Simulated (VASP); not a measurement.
A run of VASP 6.6.1 is set up as follows.

File POSCAR:

```
Ru
1.0
    2.7237197275      0.0000000000      0.0000000000
   -1.3618598638      2.3588104769      0.0000000000
    0.0000000000      0.0000000000      4.3102577801
Ru
2
Direct
    0.6666666667      0.3333333333      0.7500000000
    0.3333333333      0.6666666667      0.2500000000
```

INCAR.step1

```
SYSTEM = Ru
ALGO = Normal
EDIFF = 1E-5
ENCUT = 520
GGA = PE
ISIF = 2
ISMEAR = -1
LASPH = .True.
LREAL = .False.
LWAVE = .True.
NBANDS = 21
NELM = 80
PREC = Accurate
SIGMA = 0.05
```

Contents of INCAR.step2:

```
SYSTEM = Ru
AEXX = 0.25
ALGO = Normal
EDIFF = 1E-6
ENCUT = 520
ISIF = 2
ISMEAR = -1
ISTART = 1
LASPH = .True.
LCHARG = .True.
LELF = .True.
LHFCALC = .True.
LMIXTAU = .True.
LREAL = .False.
LVHAR = .True.
LWAVE = .False.
METAGGA = R2SCAN
NBANDS = 21
NELM = 80
PREC = Accurate
PRECFOCK = Normal
SIGMA = 0.05
```

File KPOINTS:

```
k-points
0
Gamma
  6 6 3
  0 0 0
```

Potentials or basis: VASP PAW PBE potentials, release 64 (Ru_pv).

Run with:

```console
$ cat potpaw_PBE.64/Ru_pv/POTCAR > POTCAR
$ cp INCAR.step1 INCAR
$ mpirun -np 1 vasp_std > vasp.out
$ cp INCAR.step2 INCAR
$ mpirun -np 1 vasp_std > vasp.out
```

**Question.** Estimate the pressure.

**Answer.** -17.9 GPa.

**Question.** Estimate the band gap on the k mesh.

**Answer.** Zero (bands 14 and 15 overlap by 4.47 eV).

Stress tensor (GPa, compression positive):
```
-14.71   0.00   0.00
  0.00 -14.71   0.00
  0.00   0.00 -24.33
```

Caveat: the k points lie up to 0.49 Å⁻¹ apart, too coarse for converged energies and pressures of a metal; the PAW data sets were made with another functional, which shifts forces and pressure a little.
